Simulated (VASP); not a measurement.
Crystal: KF.

```
K F
1.0
     0.00000    2.65896    2.65896
     2.65896    0.00000    2.65896
     2.65896    2.65896    0.00000
K F
1 1
Direct
  0.00000 0.00000 0.00000
  0.50000 0.50000 0.50000
```

Base run:

- Program: VASP 6.6.1
- Functional: r2SCAN
- Potentials or basis: VASP PAW PBE potentials, release 64 (K_sv, F)
- Cutoff: 520 eV
- k mesh: 6 × 6 × 6
- Occupations: gaussian, width 0.01 eV
- Spin: no spin polarisation

Its results: band gap on the k mesh 6.91 eV, direct; pressure 0.0 GPa.

Question: The run is repeated on the same cell with these changes: functional from r2SCAN to PBE; further incar settings from ALGO = Normal; EDIFF = 1e-06; NBANDS = 15 to ALGO = Normal; EDIFF = 1e-07; NBANDS = 15. What comes out?

Answer: Band gap on the k mesh 6.24 eV, direct; pressure 2.0 GPa.

Caveats: the PAW data sets were made with another functional, which shifts forces and pressure a little (some runs).

